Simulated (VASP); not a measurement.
# Al (P6_3/mmc) in VASP: further runs, part 2 of 2

VASP 6.6.1.

### Step 3. Single point, PBEsol

This run uses another cell than the first one, of the same volume but with other edges.

File INCAR:

```
SYSTEM = Al
PREC     = Accurate       ! precision mode
ENCUT    = 520            ! plane-wave cutoff, eV
EDIFF    = 1E-6           ! SCF threshold, eV
ISMEAR   = 0              ! smearing method
SIGMA    = 0.15           ! smearing width, eV
LREAL    = .False.        ! projectors in reciprocal space
LASPH    = .True.         ! aspherical terms in the spheres
NELM     = 100            ! most SCF steps
ALGO     = Fast           ! electronic algorithm
ISIF     = 2              ! what is computed and relaxed
LWAVE    = .False.        ! write WAVECAR
LCHARG   = .False.        ! write CHGCAR
GGA      = PS             ! functional
NBANDS   = 14             ! bands
```

File KPOINTS:

```
Automatic mesh
0
Gamma
  24 24 6
  0 0 0
```

File POSCAR:

```
Al
1.0
    2.8751425326      0.0000000000      0.0000000000
   -1.4375712663      2.4899464728      0.0000000000
    0.0000000000      0.0000000000      9.0718713642
Al
4
Direct
    0.0000000000      0.0000000000      0.0000000000
    0.3333333333      0.6666666667      0.2500000000
    0.0000000000      0.0000000000      0.5000000000
    0.6666666667      0.3333333333      0.7500000000
```

Potentials or basis: VASP PAW PBE potentials, release 64 (Al).

Started as:

```console
$ cat potpaw_PBE.64/Al/POTCAR > POTCAR
$ mpirun -np 1 vasp_std > vasp.out
```

OUTCAR:

```text
SYSTEM = Al
   PREC = Accurate
   ENCUT = 520
   EDIFF = 1E-6
   ISMEAR = 0
   LREAL = .False.
   LASPH = .True.
   NELM = 100
   ISIF = 2
   GGA = PS

 ion  position               nearest neighbor table
   1  0.000  0.000  0.000-   2 2.81   4 2.81   4 2.81   2 2.81   4 2.81   2 2.81
   2  0.333  0.667  0.250-   1 2.81   3 2.81   1 2.81   3 2.81   1 2.81   3 2.81
   3  0.000  0.000  0.500-   2 2.81   4 2.81   4 2.81   2 2.81   4 2.81   2 2.81
   4  0.667  0.333  0.750-   1 2.81   3 2.81   1 2.81   3 2.81   1 2.81   3 2.81

  LATTYP: Found a hexagonal cell.
 ALAT       =     2.8751425326
 C/A-ratio  =     3.1552770902

  Lattice vectors:

 A1 = (   2.8751425326,   0.0000000000,   0.0000000000)
 A2 = (  -1.4375712663,   2.4899464728,   0.0000000000)
 A3 = (   0.0000000000,   0.0000000000,   9.0718713642)

Analysis of symmetry for initial positions (statically):
=====================================================================
 Subroutine PRICEL returns:
 Original cell was already a primitive cell.

 Routine SETGRP: Setting up the symmetry group for a
 hexagonal supercell.

 Subroutine GETGRP returns: Found 24 space group operations
[... 185 lines left out ...]
      4       3.6561      2.00000
      5       4.1486      2.00000
      6      12.2374      0.00000
      7      12.2558      0.00000
      8      18.3440      0.00000
      9      18.3440      0.00000
     10      18.5758      0.00000
     11      18.5758      0.00000
     12      19.6274      0.00000
     13      19.6290      0.00000
     14      19.8517      0.00000
[... 377 lines left out ...]
      1       2.2719      2.00000
      2       3.2285      2.00000
      3       3.8987      2.00000
      4       3.9475      2.00000
      5       5.0029      2.00000
      6       5.0735      2.00000
      7       8.7402      0.00000
      8       9.4661      0.00000
      9       9.7594      0.00000
     10      10.3624      0.00000
     11      12.6639      0.00000
     12      14.0898      0.00000
     13      14.2262      0.00000
     14      15.4279      0.00000

 [... further k-points ...]
[... 5 lines left out ...]
  --------------------------------------------------------------------------------------
  -------------------------------------------------------------------------------------
  Total       -0.3630405     -0.3630405      0.9501622      0.0000000      0.0000000     -0.0000000
  in kB       -8.9561085     -8.9561085     23.4402412      0.0000000      0.0000000     -0.0000000
  external PRESSURE =       1.8426747 kB  Pullay stress =       0.0000000 kB

 VOLUME and BASIS-vectors are now :
 -----------------------------------------------------------------------------
  energy-cutoff  :      520.00
  volume of cell :       64.95
      direct lattice vectors                 reciprocal lattice vectors
     2.875142533  0.000000000  0.000000000     0.347808844  0.200807530  0.000000000
    -1.437571266  2.489946473  0.000000000     0.000000000  0.401615059  0.000000000
     0.000000000  0.000000000  9.071871364     0.000000000  0.000000000  0.110230840

 POSITION                                       TOTAL-FORCE (eV/Angst)
 -----------------------------------------------------------------------------------
      0.00000      0.00000      0.00000        -0.000000      0.000000      0.000000
     -0.00000      1.65996      2.26797         0.000000      0.000000     -0.000000
      0.00000      0.00000      4.53594         0.000000      0.000000      0.000000
      1.43757      0.82998      6.80390        -0.000000     -0.000000      0.000000
 -----------------------------------------------------------------------------------
    total drift:                               -0.000000      0.000000      0.000000

  FREE ENERGIE OF THE ION-ELECTRON SYSTEM (eV)
  ---------------------------------------------------
  free  energy   TOTEN  =       -16.3055467075 eV

  energy  without entropy=      -16.2869690866  energy(sigma->0) =      -16.29625790
```

OSZICAR:

```text
N       E                     dE             d eps       ncg     rms          rms(c)
DAV:   1     0.443649314044E+01    0.44365E+01   -0.41211E+03  6840   0.656E+02
DAV:   2    -0.157622337574E+02   -0.20199E+02   -0.18540E+02  8852   0.883E+01
DAV:   3    -0.164190774545E+02   -0.65684E+00   -0.65145E+00  9042   0.130E+01
DAV:   4    -0.164233342153E+02   -0.42568E-02   -0.42563E-02  8228   0.134E+00
DAV:   5    -0.164233835792E+02   -0.49364E-04   -0.49364E-04  9010   0.146E-01    0.283E+00
RMM:   6    -0.163528201492E+02    0.70563E-01   -0.76238E-03  6852   0.446E-01    0.163E+00
RMM:   7    -0.163059822162E+02    0.46838E-01   -0.18927E-02  7120   0.692E-01    0.205E-01
RMM:   8    -0.163055356144E+02    0.44660E-03   -0.98631E-04  7342   0.195E-01    0.251E-02
RMM:   9    -0.163055512703E+02   -0.15656E-04   -0.17743E-04  7910   0.921E-02    0.451E-02
RMM:  10    -0.163055533890E+02   -0.21187E-05   -0.16421E-05  8015   0.272E-02    0.111E-01
RMM:  11    -0.163055486885E+02    0.47005E-05   -0.38628E-06  7493   0.118E-02    0.605E-02
RMM:  12    -0.163055469533E+02    0.17352E-05   -0.82587E-07  5414   0.659E-03    0.215E-02
RMM:  13    -0.163055467075E+02    0.24578E-06   -0.27060E-07  4184   0.365E-03
   1 F= -.16305547E+02 E0= -.16296258E+02  d E =-.185776E-01
```

stdout:

```text
POSCAR found type information on POSCAR Al
 POSCAR found :  1 types and       4 ions
 scaLAPACK will be used
 -----------------------------------------------------------------------------
|                                                                             |
|                                                                             |
|     You enforced a specific xc type in the INCAR file but a different       |
|     I HOPE YOU KNOW WHAT YOU ARE DOING!                                     |
|                                                                             |
 -----------------------------------------------------------------------------

 LDA part: xc-table for (Slater+PW92), standard interpolation
 POSCAR, INCAR and KPOINTS ok, starting setup
 FFT: planning ... GRIDC
 FFT: planning ... GRID_SOFT
 FFT: planning ... GRID
 WAVECAR not read
 entering main loop
```

It took 74 s on 1 thread of Intel Xeon 6975P-C (Granite Rapids), shared host; peak memory 0.3 GiB.

What came out:

```yaml
Free_energy: -16.3055 eV
Pressure: 0.2 GPa
Band_gap_on_the_k_mesh: zero (bands 6 and 7 overlap by 6.07 eV)
```

Stress tensor (GPa, compression positive):
```
-0.90  0.00  0.00
 0.00 -0.90  0.00
 0.00  0.00  2.34
```

Caveat: the PAW data sets were made with another functional, which shifts forces and pressure a little.

### Step 4. Single point, PBEsol

This run uses another cell than the first one, of the same volume but with other edges.

File INCAR:

```
  PREC = Accurate
  ENCUT = 520
  EDIFF = 1E-6
  ISMEAR = 0
  SIGMA = 0.15
  LREAL = False
  LASPH = True
  NELM = 80
  ALGO = Fast
  ISIF = 2
  LWAVE = False
  LCHARG = False
  GGA = PS
  NBANDS = 14
```

File KPOINTS:

```
regular mesh
0
Gamma
  24 24 6
```

File POSCAR:

```
Al
1.0
    2.7905299667      0.0000000000      0.0000000000
   -1.3952649834      2.4166698412      0.0000000000
    0.0000000000      0.0000000000      9.6303542053
Al
4
Direct
    0.0000000000      0.0000000000      0.0000000000
    0.3333333333      0.6666666667      0.2500000000
    0.0000000000      0.0000000000      0.5000000000
    0.6666666667      0.3333333333      0.7500000000
```

Started as:

```console
$ cat potpaw_PBE.64/Al/POTCAR > POTCAR
$ mpirun -np 1 vasp_std > vasp.out
```

It took 91 s on 1 thread of Intel Xeon 6975P-C (Granite Rapids), shared host; peak memory 0.3 GiB.

The run converged. Its results:

| Quantity | Value |
| --- | --- |
| Free energy | -16.2988 eV |
| Pressure | 0.4 GPa |
| Band gap on the k mesh | zero (bands 6 and 7 overlap by 4.73 eV) |

Stress tensor (GPa, compression positive):
```
 1.72  0.00  0.00
 0.00  1.72  0.00
 0.00  0.00 -2.17
```

Levels at points of the mesh, in eV from the Fermi level:
```tsv
k point	band 4	band 5	band 6	band 7	band 8	band 9
(0.00, 0.00, 0.00)	-5.05	-4.92	2.48	2.49	11.42	11.66
(0.50, 0.00, 0.00)	-3.82	-3.18	-3.16	0.82	0.89	1.23
(0.00, 0.00, 0.50)	-7.68	-1.58	-1.58	7.11	7.11	11.96
(0.50, 0.00, 0.50)	-4.64	-1.88	-1.88	-1.23	-1.23	4.12
```

Caveat: the PAW data sets were made with another functional, which shifts forces and pressure a little.

### Step 5. Summary

```csv
cell,further INCAR settings,gap on the mesh (eV),pressure (GPa)
"a = 2.748, b = 2.748, c = 9.934 Å, angles 90.0, 90.0, 120.0°, 4 atoms",ALGO = Fast; EDIFF = 1e-07; NBANDS = 14,none,1.2
"a = 2.875, b = 2.875, c = 9.072 Å, angles 90.0, 90.0, 120.0°, 4 atoms",ALGO = Fast; EDIFF = 1e-06; NBANDS = 14,none,0.2
"a = 2.791, b = 2.791, c = 9.630 Å, angles 90.0, 90.0, 120.0°, 4 atoms",ALGO = Fast; EDIFF = 1e-06; NBANDS = 14,none,0.4
```

Alike in all rows: task single point; level PBEsol; potentials or basis VASP PAW PBE potentials, release 64 (Al); no spin polarisation; k mesh 24 × 24 × 6; cutoff (eV) 520; smearing gaussian 0.15 eV.

Caveats: the PAW data sets were made with another functional, which shifts forces and pressure a little.

Absolute energies hang on the potentials; compare differences alone.
